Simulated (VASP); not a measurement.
Write the native input for VASP 6.6.1 that does the following.

```yaml
Task: single point
Functional: r2SCAN
Potentials_or_basis: VASP PAW PBE potentials, release 64 (Al, Ni)
Cutoff: 520 eV
k_mesh: 8 × 8 × 6
Occupations: gaussian, width 0.1 eV
Spin: no spin polarisation
Dipole_correction: no
Further_INCAR_settings: ALGO = Normal; EDIFF = 1e-06; NBANDS = 14
```

AlNi:

```xyz
2
Lattice="1.9200 -1.9426 -0.0038 1.9512 1.9735 0.0255 0.0174 0.0232 3.1753" Properties=species:S:1:pos:R:3 pbc="T T T"
Al    0.0314    0.0482   -0.0253
Ni    1.9340    0.0164    1.5866
```

The input as run:

POSCAR

```
AlNi
1.0
    1.9200181183     -1.9425589801     -0.0037790393
    1.9512319427      1.9735411424      0.0255001712
    0.0173630105      0.0232309344      3.1752880394
Al Ni
1 1
Direct
   -0.0042343019      0.0203536993     -0.0081235684
    0.5000516049      0.4946897599      0.4962920952
```

INCAR.step1

```
SYSTEM = AlNi
PREC     = Accurate       ! precision mode
ENCUT    = 520            ! plane-wave cutoff, eV
ISMEAR   = 0              ! smearing method
SIGMA    = 0.1            ! smearing width, eV
LREAL    = .FALSE.        ! projectors in reciprocal space
LASPH    = .TRUE.         ! aspherical terms in the spheres
NELM     = 60             ! most SCF steps
NBANDS   = 14             ! bands
GGA      = PE             ! functional
ALGO     = Normal         ! electronic algorithm
EDIFF    = 1E-4           ! SCF threshold, eV
LWAVE    = .TRUE.         ! write WAVECAR
LCHARG   = .FALSE.        ! write CHGCAR
```

INCAR.step2

```
SYSTEM = AlNi
PREC     = Accurate       ! precision mode
ENCUT    = 520            ! plane-wave cutoff, eV
EDIFF    = 1E-6           ! SCF threshold, eV
ISMEAR   = 0              ! smearing method
SIGMA    = 0.1            ! smearing width, eV
LREAL    = .FALSE.        ! projectors in reciprocal space
LASPH    = .TRUE.         ! aspherical terms in the spheres
NELM     = 60             ! most SCF steps
ALGO     = Normal         ! electronic algorithm
ISIF     = 2              ! what is computed and relaxed
LWAVE    = .FALSE.        ! write WAVECAR
LCHARG   = .FALSE.        ! write CHGCAR
METAGGA  = R2SCAN         ! meta-GGA
LMIXTAU  = .TRUE.       
NBANDS   = 14             ! bands
ISTART   = 1
```

KPOINTS

```
Automatic mesh
0
G
  8 8 6
  0 0 0
```

Potentials or basis: VASP PAW PBE potentials, release 64 (Al, Ni).

Launch:

```bash
$ cat potpaw_PBE.64/Al/POTCAR potpaw_PBE.64/Ni/POTCAR > POTCAR
$ cp INCAR.step1 INCAR
$ mpirun -np 1 vasp_std > vasp.out
$ cp INCAR.step2 INCAR
$ mpirun -np 1 vasp_std > vasp.out
```

Results of the run:

```
Pressure               : -3.2 GPa
Largest force          : 0.407 eV/Å
Band gap on the k mesh : zero (an odd number of electrons rules out a gap without spin polarisation)
```

Caveat: the stress differs along the axes, from -7 to -0 GPa; the PAW data sets were made with another functional, which shifts forces and pressure a little.

Wall time 2.5 min on 1 thread of Intel(R) Xeon(R) 6975P-C (Granite Rapids), with other jobs on the host, peak memory 0.19 GiB.
